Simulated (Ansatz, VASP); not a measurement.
One calculation of SiMo3, two programs

```
Si Mo
1.0
     4.86159    0.00000    0.00000
     0.00000    4.86159    0.00000
     0.00000    0.00000    4.86159
Si Mo
2 6
Direct
  0.00000 0.99056 0.00000
  0.50000 0.49056 0.50000
  0.25000 0.98595 0.50000
  0.50000 0.78085 0.00000
  0.75000 0.98595 0.50000
  0.50000 0.28085 0.00000
  0.00000 0.48595 0.75000
  0.00000 0.48595 0.25000
```

Change from the starting cell: mode 4 (147.8 1/cm) frozen in, largest displacement -0.150 Å.

Alike in both runs: task single point; functional PBEsol; k mesh 8 × 8 × 8; occupations gaussian, width 0.15 eV; no spin polarisation.

|  | VASP | Ansatz |
| --- | --- | --- |
| version | VASP 6.6.1 | Ansatz 0.2.0 |
| potentials or method | VASP PAW PBE potentials, release 64 (Si, Mo_sv), cutoff 520 eV | scalar-relativistic, plane waves, PAW |
| valence electrons in the cell | 92 | 92 |

|  | VASP | Ansatz | Ansatz less VASP |
| --- | --- | --- | --- |
| gap on the k mesh at the Fermi level (eV) | none | none | - |
| pressure (GPa) | 1.5 | 0.9 | -0.61 |
| traceless stress, the component that is largest in VASP (GPa) | -0.26 | -0.25 | +0.007 |
| rms of the force components (eV/Å) | 0.407 | 0.406 | -0.0013 |

VASP's potentials were made for PBE, not for PBEsol. Atom by atom the forces differ by 0.001 eV/Å (rms over components). A gap of «none» marks a metal or a gap that the smearing closes.
